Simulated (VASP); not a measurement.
# CoSi (P2_12_12_1) in VASP: a series of runs

Runs on CoSi. Level: PBEsol. Tasks: single point.

All numbers are computed with VASP 6.6.1; they aren't measurements. Logs are shortened: lines on timing, memory, paths and dates and some standing lists are left out, and cuts for length are marked.

## 1. The cell of the first run

The structure is orthorhombic, space group P2_12_12_1 (No. 19). Conventional cell: a = 3.728 Å, b = 4.386 Å, c = 5.044 Å, α = 90.00°, β = 90.00°, γ = 90.00°. Within 2.9 Å of Co (site symmetry 1) lie 7 Si at 2.02 to 2.68 Å and 6 Co at 2.49 to 2.89 Å. Within 2.9 Å of Si (site symmetry 1) lie 7 Co at 2.02 to 2.68 Å and 6 Si at 2.50 to 2.90 Å.

## 2. Single point, PBEsol (strain -0.1500 x Voigt [1, -1, 0, 0, 0, 0])

Input file INCAR:

```
SYSTEM = CoSi
PREC = Accurate
ENCUT = 520
EDIFF = 1E-7
ISMEAR = 0
SIGMA = 0.15
LREAL = .FALSE.
LASPH = .TRUE.
NELM = 100
ALGO = Fast
ISIF = 2
LWAVE = .FALSE.
LCHARG = .FALSE.
GGA = PS
NBANDS = 36
```

Input file KPOINTS:

```
Automatic mesh
0
G
  10 10 10
  0 0 0
```

Input file POSCAR:

```
CoSi
1.0
    3.7279516941      0.0000000000      0.0000000000
    0.0000000000      5.0436993509      0.0000000000
    0.0000000000      0.0000000000      4.3858255225
Co Si
4 4
Direct
    0.1456446743      0.1456446743      0.1456446743
    0.3543553257      0.8543553257      0.6456446743
    0.6456446743      0.3543553257      0.8543553257
    0.8543553257      0.6456446743      0.3543553257
    0.8433288496      0.8433288496      0.8433288496
    0.6566711504      0.1566711504      0.3433288496
    0.3433288496      0.6566711504      0.1566711504
    0.1566711504      0.3433288496      0.6566711504
```

Potentials or basis: VASP PAW PBE potentials, release 64 (Co, Si).

The run is started by

```console
$ cat potpaw_PBE.64/Co/POTCAR potpaw_PBE.64/Si/POTCAR > POTCAR
$ mpirun -np 1 vasp_std > vasp.out
```

OUTCAR:

```text
SYSTEM = CoSi
   PREC = Accurate
   ENCUT = 520
   EDIFF = 1E-7
   ISMEAR = 0
   LREAL = .FALSE.
   LASPH = .TRUE.
   NELM = 100
   ISIF = 2
   GGA = PS

 ion  position               nearest neighbor table
   1  0.146  0.146  0.146-   6 2.02   6 2.09   5 2.31   8 2.37   8 2.45   3 2.49   3 2.49   7 2.57
                             7 2.68   2 2.75   2 2.75   4 2.89   4 2.89
   2  0.354  0.854  0.646-   5 2.02   5 2.09   6 2.31   7 2.37   7 2.45   4 2.49   4 2.49   8 2.57
                             8 2.68   1 2.75   1 2.75   3 2.89   3 2.89
   3  0.646  0.354  0.854-   8 2.02   8 2.09   7 2.31   6 2.37   6 2.45   1 2.49   1 2.49   5 2.57
                             5 2.68   4 2.75   4 2.75   2 2.89   2 2.89
   4  0.854  0.646  0.354-   7 2.02   7 2.09   8 2.31   5 2.37   5 2.45   2 2.49   2 2.49   6 2.57
                             6 2.68   3 2.75   3 2.75   1 2.89   1 2.89
   5  0.843  0.843  0.843-   2 2.02   2 2.09   1 2.31   4 2.37   4 2.45   7 2.50   7 2.50   3 2.57
                             3 2.68   6 2.79   6 2.79   8 2.90   8 2.90
   6  0.657  0.157  0.343-   1 2.02   1 2.09   2 2.31   3 2.37   3 2.45   8 2.50   8 2.50   4 2.57
                             4 2.68   5 2.79   5 2.79   7 2.90   7 2.90
   7  0.343  0.657  0.157-   4 2.02   4 2.09   3 2.31   2 2.37   2 2.45   5 2.50   5 2.50   1 2.57
                             1 2.68   8 2.79   8 2.79   6 2.90   6 2.90
   8  0.157  0.343  0.657-   3 2.02   3 2.09   4 2.31   1 2.37   1 2.45   6 2.50   6 2.50   2 2.57
                             2 2.68   7 2.79   7 2.79   5 2.90   5 2.90

  LATTYP: Found a simple orthorhombic cell.
 ALAT       =     3.7279516941
 B/A-ratio  =     1.1764705882
 C/A-ratio  =     1.3529411765

  Lattice vectors:

 A1 = (  -3.7279516941,   0.0000000000,   0.0000000000)
 A2 = (   0.0000000000,   0.0000000000,   4.3858255225)
 A3 = (   0.0000000000,   5.0436993509,   0.0000000000)

Analysis of symmetry for initial positions (statically):
=====================================================================
 Subroutine PRICEL returns:
 Original cell was already a primitive cell.

 Routine SETGRP: Setting up the symmetry group for a
 simple orthorhombic supercell.

 Subroutine GETGRP returns: Found  4 space group operations
 (whereof  1 operations were pure point group operations)
 out of a pool of  8 trial point group operations.

The static configuration has the point symmetry C_1 .
 The point group associated with its full space group is D_2 .

Analysis of symmetry for dynamics (positions and initial velocities):
=====================================================================
 Subroutine PRICEL returns:
 Original cell was already a primitive cell.

 Routine SETGRP: Setting up the symmetry group for a
 simple orthorhombic supercell.

 Subroutine GETGRP returns: Found  4 space group operations
 (whereof  1 operations were pure point group operations)
 out of a pool of  8 trial point group operations.

The dynamic configuration has the point symmetry C_1 .
 The point group associated with its full space group is D_2 .

 Subroutine INISYM returns: Found  4 space group operations
 (whereof  1 operations are pure point group operations),
 and found     1 'primitive' translations

----------------------------------------------------------------------------------------

                                     Primitive cell

  volume of cell :      82.4652

  direct lattice vectors                    reciprocal lattice vectors
     3.727951694  0.000000000  0.000000000     0.268243819  0.000000000  0.000000000
     0.000000000  5.043699351  0.000000000     0.000000000  0.198267171  0.000000000
     0.000000000  0.000000000  4.385825523     0.000000000  0.000000000  0.228007246

  length of vectors
     3.727951694  5.043699351  4.385825523     0.268243819  0.198267171  0.228007246

  position of ions in fractional coordinates (direct lattice)
     0.145644674  0.145644674  0.145644674
     0.354355326  0.854355326  0.645644674
     0.645644674  0.354355326  0.854355326
     0.854355326  0.645644674  0.354355326
     0.843328850  0.843328850  0.843328850
     0.656671150  0.156671150  0.343328850
     0.343328850  0.656671150  0.156671150
     0.156671150  0.343328850  0.656671150

  ion indices of the primitive-cell ions
   primitive index   ion index
                 1           1
                 2           2
                 3           3
                 4           4
                 5           5
                 6           6
                 7           7
                 8           8

----------------------------------------------------------------------------------------

 KPOINTS: Automatic mesh

Automatic generation of k-mesh.
 Grid dimensions read from file:
 generate k-points for:   10   10   10

 Generating k-lattice:

  Cartesian coordinates                     Fractional coordinates (reciprocal lattice)
     0.026824382  0.000000000  0.000000000     0.100000000  0.000000000  0.000000000
     0.000000000  0.019826717  0.000000000     0.000000000  0.100000000  0.000000000
     0.000000000  0.000000000  0.022800725     0.000000000  0.000000000  0.100000000

  Length of vectors
     0.026824382  0.019826717  0.022800725

  Shift w.r.t. Gamma in fractional coordinates (k-lattice)
     0.000000000  0.000000000  0.000000000

 Subroutine IBZKPT returns following result:
 ===========================================

 Found    216 irreducible k-points:

 Following reciprocal coordinates:
            Coordinates               Weight
  0.000000  0.000000  0.000000      1.000000
  0.100000  0.000000  0.000000      2.000000
  0.200000  0.000000  0.000000      2.000000
  0.300000  0.000000  0.000000      2.000000
  0.400000  0.000000  0.000000      2.000000
  0.500000  0.000000  0.000000      1.000000
[... 16 lines left out ...]
  0.400000  0.300000  0.000000      4.000000
  0.500000  0.300000  0.000000      2.000000
 [... further k-points ...]
   k-points           NKPTS =    216   k-points in BZ     NKDIM =    216   number of bands    NBANDS=     36
   number of dos      NEDOS =    301   number of ions     NIONS =      8
   total plane-waves  NPLWV =  40320
   dimension x,y,z NGX =    28 NGY =   40 NGZ =   36
   dimension x,y,z NGXF=    56 NGYF=   80 NGZF=   72
   ions per type =               4   4
   NGX,Y,Z   is equivalent  to a cutoff of  12.49, 13.18, 13.65 a.u.
   NGXF,Y,Z  is equivalent  to a cutoff of  24.97, 26.37, 27.29 a.u.
 SYSTEM =  CoSi
   PREC   = accura    normal or accurate (medium, high low for compatibility)
   ISTART =      0    job   : 0-new  1-cont  2-samecut
   ICHARG =      2    charge: 1-file 2-atom 10-const
   ISPIN  =      1    spin polarized calculation?
   LNONCOLLINEAR =      F non collinear calculations
   LSORBIT =      F    spin-orbit coupling
   LASPH  =      T    aspherical Exc in radial PAW
   ENCUT  =  520.0 eV  38.22 Ry    6.18 a.u.   6.93  9.38  8.15*2*pi/ulx,y,z
   NELM   =    100;   NELMIN=  2; NELMDL= -5     # of ELM steps
   EDIFF  = 0.1E-06   stopping-criterion for ELM
   LREAL  =      F    real-space projection
   EDIFFG = 0.1E-05   stopping-criterion for IOM
   NSW    =      0    number of steps for IOM
   IBRION =     -1    ionic relax: 0-MD 1-quasi-New 2-CG
   NFREE  =      0    steps in history (QN), initial steepest desc. (CG)
   ISIF   =      2    stress and relaxation
   ISYM   =      2    0-nonsym 1-usesym 2-fastsym
   POTIM  = 0.5000    time-step for ionic-motion
   TEBEG  =    0.0;   TEEND  =   0.0 temperature during run
   PSTRESS=    0.0 pullay stress
   NELECT =      52.0000    total number of electrons
   NUPDOWN=      -1.0000    fix difference up-down
   EMIN   =  10.00;   EMAX   =-10.00  energy-range for DOS
   EFERMI =   0.00;   METHOD = LEGACY
   ISMEAR =     0;   SIGMA  =   0.15  broadening in eV -4-tet -1-fermi 0-gaus
   EFERMI_NEDOS =   21; number of points for ismear=-14 and -15
   IALGO  =     68    algorithm
   IMIX   =      4    mixing-type and parameters
     AMIX     =   0.40;   BMIX     =  1.00
     AMIX_MAG =   1.60;   BMIX_MAG =  1.00
  volume/ion in A,a.u.               =      10.31        69.56
  Fermi-wavevector in a.u.,A,eV,Ry     =   1.403845  2.652881 26.814082  1.970779
  Thomas-Fermi vector in A             =   2.526466
   LORBIT       =      0    0 simple, 1 ext, 2 COOP (PROOUT), +10 PAW based schemes
   GGA     = PS    functional components
   LHFCALC =     F    Hartree Fock is set to
   AEXX    =    0.0000 exact exchange contribution
   IVDW    =     0    specifies the selected vdW correction
   LEPSILON=     F    determine dielectric tensor
   LRPA    =     F    only Hartree local field effects (RPA)
 non-spin polarized calculation
 RMM-DIIS sequential band-by-band and
 Gauss-broadening in eV      SIGMA  =   0.15
  energy-cutoff  :      520.00
  volume of cell :       82.47
 maximum number of plane-waves:      2248
 NGX is ok and might be reduce to    28
   NGX = 13   NGY = 19   NGZ = 17

 number of electron      51.9999982 magnetization

 Free energy of the ion-electron system (eV)
  ---------------------------------------------------
  ext. energy  EPLUGINS =         0.00000000
  ---------------------------------------------------
  free energy    TOTEN  =       -56.03277911 eV

  energy without entropy =      -55.99863882  energy(sigma->0) =      -56.01570896

 E-fermi :  12.8290     XC(G=0): -13.2030

 val. band max:       12.8279139603   @ k =   0.0000   0.2000   0.0000
 cond. band min:      12.8318509436   @ k =   0.1000   0.2000   0.1000
 fundamental gap:      0.0039369833
 Fermi energy:        12.8289873969

 k-point     1 :       0.0000    0.0000    0.0000
  band No.  band energies     occupation
      1      -1.2654      2.00000
      2       2.9772      2.00000
      3       4.2526      2.00000
      4       4.9105      2.00000
      5       6.6876      2.00000
      6       7.0470      2.00000
[... 28 lines left out ...]
     35      17.4351      0.00000
     36      19.0121      0.00000

 k-point     2 :       0.1000    0.0000    0.0000
  band No.  band energies     occupation
      1      -1.1572      2.00000
      2       3.0601      2.00000
      3       4.2156      2.00000
      4       4.9656      2.00000
      5       6.7820      2.00000
      6       6.7841      2.00000
[... 28 lines left out ...]
     35      17.8923      0.00000
     36      18.8913      0.00000

 k-point     3 :       0.2000    0.0000    0.0000
  band No.  band energies     occupation
      1      -0.8353      2.00000
      2       3.3049      2.00000
      3       3.9482      2.00000
      4       5.1380      2.00000
      5       6.3255      2.00000
      6       7.0598      2.00000
[... 28 lines left out ...]
     35      18.2399      0.00000
     36      19.0411      0.00000

 k-point     4 :       0.3000    0.0000    0.0000
  band No.  band energies     occupation
      1      -0.3084      2.00000
      2       3.2348      2.00000
      3       3.7002      2.00000
      4       5.4425      2.00000
      5       6.0048      2.00000
      6       7.3435      2.00000
[... 28 lines left out ...]
     35      18.4977      0.00000
     36      18.6855      0.00000

 k-point     5 :       0.4000    0.0000    0.0000
  band No.  band energies     occupation
      1       0.4071      2.00000
      2       2.2641      2.00000
      3       4.2248      2.00000
      4       5.4583      2.00000
      5       5.9422      2.00000
      6       7.0176      2.00000
[... 655 lines left out ...]
 k-point    22 :       0.3000    0.3000    0.0000
  band No.  band energies     occupation
      1       0.1759      2.00000
      2       2.1101      2.00000
      3       3.8669      2.00000
      4       5.3037      2.00000
      5       6.4490      2.00000
      6       6.9119      2.00000
[... 28 lines left out ...]
     35      18.4051      0.00000
     36      18.5731      0.00000

 k-point    23 :       0.4000    0.3000    0.0000
  band No.  band energies     occupation
      1       0.8720      2.00000
      2       2.4150      2.00000
      3       3.1892      2.00000
      4       4.5021      2.00000
      5       6.8006      2.00000
      6       7.1661      2.00000
[... 28 lines left out ...]
     35      18.9665      0.00000
     36      19.4451      0.00000

 k-point    24 :       0.5000    0.3000    0.0000
  band No.  band energies     occupation
      1       1.7053      2.00000
      2       1.7053      2.00000
      3       3.6850      2.00000
      4       3.6850      2.00000
      5       7.1216      2.00000
      6       7.1216      2.00000
[... 28 lines left out ...]
     35      19.3248      0.00000
     36      19.3256      0.00000

 [... further k-points ...]

------------------------ aborting loop because EDIFF is reached ----------------------------------------

  FORCE on cell =-STRESS in cart. coord.  units (eV):
  Direction    XX          YY          ZZ          XY          YZ          ZX
  --------------------------------------------------------------------------------------
  -------------------------------------------------------------------------------------
  Total       43.8273096     -8.0909441      5.8039044      0.0000000      0.0000000      0.0000000
  in kB      851.4998514   -157.1950854    112.7612840      0.0000000      0.0000000      0.0000000
  external PRESSURE =     269.0220167 kB  Pullay stress =       0.0000000 kB

 VOLUME and BASIS-vectors are now :
 -----------------------------------------------------------------------------
  energy-cutoff  :      520.00
  volume of cell :       82.47
      direct lattice vectors                 reciprocal lattice vectors
     3.727951694  0.000000000  0.000000000     0.268243819  0.000000000  0.000000000
     0.000000000  5.043699351  0.000000000     0.000000000  0.198267171  0.000000000
     0.000000000  0.000000000  4.385825523     0.000000000  0.000000000  0.228007246

 POSITION                                       TOTAL-FORCE (eV/Angst)
 -----------------------------------------------------------------------------------
      0.54296      0.73459      0.63877         0.751183     -0.582390     -1.165399
      1.32102      4.30911      2.83168        -0.751183      0.582390     -1.165399
      2.40693      1.78726      3.74705         0.751183      0.582390      1.165399
      3.18500      3.25644      1.55414        -0.751183     -0.582390      1.165399
      3.14389      4.25350      3.69869         0.572194     -0.148874      1.590190
      2.44804      0.79020      1.50578        -0.572194      0.148874      1.590190
      1.27991      3.31205      0.68713         0.572194      0.148874     -1.590190
      0.58406      1.73165      2.88005        -0.572194     -0.148874     -1.590190
 -----------------------------------------------------------------------------------
    total drift:                               -0.000000      0.000000      0.000000

  FREE ENERGIE OF THE ION-ELECTRON SYSTEM (eV)
  ---------------------------------------------------
  free  energy   TOTEN  =       -56.0327791101 eV

  energy  without entropy=      -55.9986388171  energy(sigma->0) =      -56.01570896
```

It took 30 min on 1 thread of Oxide Virtual Turin-like, shared host; peak memory 0.53 GiB.

What came out:

| Item | Value |
| --- | --- |
| Free energy | -56.0328 eV |
| Pressure | 26.9 GPa |
| Largest force | 1.697 eV/Å |
| Band gap on the k mesh | zero (bands 26 and 27 overlap by 0.70 eV) |

Forces on the atoms (eV/Å):
```
Co   0.751 -0.582 -1.165
Co  -0.751  0.582 -1.165
Co   0.751  0.582  1.165
Co  -0.751 -0.582  1.165
Si   0.572 -0.149  1.590
Si  -0.572  0.149  1.590
Si   0.572  0.149 -1.590
Si  -0.572 -0.149 -1.590
```

Stress tensor (GPa, compression positive):
```
 85.15   0.00   0.00
  0.00 -15.72   0.00
  0.00   0.00  11.28
```

Levels at points of the mesh, in eV from the Fermi level:
```
           k point  band 24  band 25  band 26  band 27  band 28  band 29
(0.00, 0.00, 0.00)    -0.72    -0.30    -0.22     0.05     1.93     2.38
(0.50, 0.00, 0.00)    -1.19    -0.73    -0.73     0.34     0.34     1.48
(0.00, 0.50, 0.00)    -0.76    -0.34    -0.34     0.84     0.84     2.44
(0.50, 0.50, 0.00)    -1.25    -0.28    -0.28     0.40     0.40     2.08
(0.00, 0.00, 0.50)    -0.92    -0.26    -0.26     0.63     0.63     2.02
(0.50, 0.00, 0.50)    -1.54    -0.28    -0.28     0.04     0.04     1.31
(0.00, 0.50, 0.50)    -0.90     0.28     0.28     1.37     1.37     2.98
(0.50, 0.50, 0.50)    -1.52    -0.42    -0.42    -0.42    -0.42     3.94
```

Caveat: the cell differs from its parent crystal (strain -0.1500 x Voigt [1, -1, 0, 0, 0, 0]); the stress differs along the axes, from -16 to 85 GPa; the PAW data sets were made with another functional, which shifts forces and pressure a little. Spin polarisation is off, so any magnetic state and its effect on volume and gap are missing.

## 3. Single point, PBEsol (strain +0.1500 x Voigt [1, -1, 0, 0, 0, 0])

Input file INCAR:

```
SYSTEM = CoSi
  ALGO = Fast
  EDIFF = 1E-6
  ENCUT = 520
  GGA = PS
  ISIF = 2
  ISMEAR = 0
  LASPH = .TRUE.
  LCHARG = .TRUE.
  LELF = .TRUE.
  LREAL = .FALSE.
  LVHAR = .TRUE.
  LWAVE = .FALSE.
  NBANDS = 36
  NELM = 100
  PREC = Accurate
  SIGMA = 0.15
```

Input file KPOINTS:

```
k-points
0
G
  10 10 10
  0 0 0
```

POSCAR, as its differences from that of step 2:

```diff
@@ -2,4 +2,4 @@
 1.0
-    3.7279516941      0.0000000000      0.0000000000
-    0.0000000000      5.0436993509      0.0000000000
+    5.0436993509      0.0000000000      0.0000000000
+    0.0000000000      3.7279516941      0.0000000000
     0.0000000000      0.0000000000      4.3858255225
```

Potentials or basis: VASP PAW PBE potentials, release 64 (Co, Si).

The run is started by

```console
$ cat potpaw_PBE.64/Co/POTCAR potpaw_PBE.64/Si/POTCAR > POTCAR
$ mpirun -np 1 vasp_std > vasp.out
```

Wall time 25 min (1 thread of Oxide Virtual Turin-like, shared host); peak memory 0.53 GiB.

Results (log left out):

```yaml
Free_energy: -56.7299 eV
Pressure: 22.0 GPa
Largest_force: 1.052 eV/Å
Band_gap_on_the_k_mesh: zero (bands 26 and 27 overlap by 0.78 eV)
```

Forces in eV/Å, atoms in the order of the input:
```
Co  -0.947  0.236 -0.234
Co   0.947 -0.236 -0.234
Co  -0.947 -0.236  0.234
Co   0.947  0.236  0.234
Si   0.877  0.476  0.333
Si  -0.877 -0.476  0.333
Si   0.877 -0.476 -0.333
Si  -0.877  0.476 -0.333
```

Stress tensor (GPa, compression positive):
```
-4.73  0.00  0.00
 0.00 65.70  0.00
 0.00  0.00  5.11
```

Levels at points of the mesh, in eV from the Fermi level:
```tsv
k point	band 23	band 24	band 25	band 26	band 27	band 28	band 29	band 30
(0.00, 0.00, 0.00)	-0.97	-0.63	-0.47	-0.12	0.00	2.03	2.38	2.57
(0.50, 0.00, 0.00)	-0.89	-0.89	-0.15	-0.15	1.13	1.13	2.05	2.05
(0.00, 0.50, 0.00)	-1.26	-1.26	-0.82	-0.82	0.71	0.71	1.27	1.27
(0.50, 0.50, 0.00)	-1.31	-1.31	-0.26	-0.26	0.63	0.63	2.20	2.20
(0.00, 0.00, 0.50)	-0.78	-0.78	-0.55	-0.55	0.23	0.23	2.67	2.67
(0.50, 0.00, 0.50)	-0.96	-0.96	0.37	0.37	1.15	1.15	2.04	2.04
(0.00, 0.50, 0.50)	-1.61	-1.61	-0.36	-0.36	0.01	0.01	1.35	1.35
(0.50, 0.50, 0.50)	-1.25	-1.25	-0.41	-0.41	-0.41	-0.41	3.85	3.85
```

Caveat: the cell differs from its parent crystal (strain +0.1500 x Voigt [1, -1, 0, 0, 0, 0]); the stress differs along the axes, from -5 to 66 GPa; the PAW data sets were made with another functional, which shifts forces and pressure a little.
